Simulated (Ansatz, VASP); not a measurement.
# AlRu: VASP beside Ansatz

Contents of INCAR:

```
ALGO = Normal ; EDIFF = 1E-6
EDIFFG = -0.005 ; ENCUT = 600
IBRION = 2 ; ISIF = 3
ISMEAR = 0 ; LASPH = True
LCHARG = False ; LREAL = False
LWAVE = False ; NELM = 100
NSW = 80 ; PREC = Accurate
SIGMA = 0.3
```

Contents of KPOINTS:

```
k-points
0
Gamma
  16 16 16
```

The input POSCAR:

```
AlRu
1.0
    2.9900000000      0.0000000000      0.0000000000
    0.0000000000      2.9900000000      0.0000000000
    0.0000000000      0.0000000000      2.9900000000
Ru Al
1 1
Direct
    0.0000000000      0.0000000000      0.0000000000
    0.5000000000      0.5000000000      0.5000000000
```

Input for Ansatz:

```yaml
crystal:
  lattice:
    - [2.99, 0.0, 0.0]
    - [0.0, 2.99, 0.0]
    - [0.0, 0.0, 2.99]
  atoms:
    - { symbol: Ru, position: [0.0, 0.0, 0.0] }
    - { symbol: Al, position: [0.5, 0.5, 0.5] }
scf:
  occupations: { method: gaussian, width: 0.3 }
output:
  forces: true
  stress: true
  eigenvalues: true
hamiltonian:
  xc: lda
kpoints:
  mp_grid: { grid: [16, 16, 16] }
relax:
  f_tol: 0.005
  max_steps: 60
  cell: { stress_tol: 0.02 }
```

Alike in both runs: task relaxation of cell and atoms; functional LDA; k mesh 16 × 16 × 16; occupations gaussian, width 0.3 eV; no spin polarisation.

```csv
,VASP,Ansatz
version,VASP 6.6.1,Ansatz 0.2.0
potentials or method,"VASP PAW LDA potentials, release 64 (Ru_pv, Al)","scalar-relativistic, plane waves, PAW"
plane-wave cutoff (eV),600,420
valence electrons in the cell,17,19
```

```csv
,VASP,Ansatz,Ansatz less VASP
"gap on the k mesh at the Fermi level, each at its own relaxed structure (eV)",none,none,-
relaxed volume (Å³/atom),12.93,12.90,-0.029
relaxed cell length with the largest relative difference (Å),2.957,2.955,-0.0022
```

LDA's correlation is that of Perdew and Zunger in VASP and of Perdew and Wang (1992) in Ansatz. A gap of «none» marks a metal or a gap that the smearing closes. VASP's potentials hold 17 valence electrons a cell and Ansatz's 19, so a difference there can come from the potentials and not from the codes.
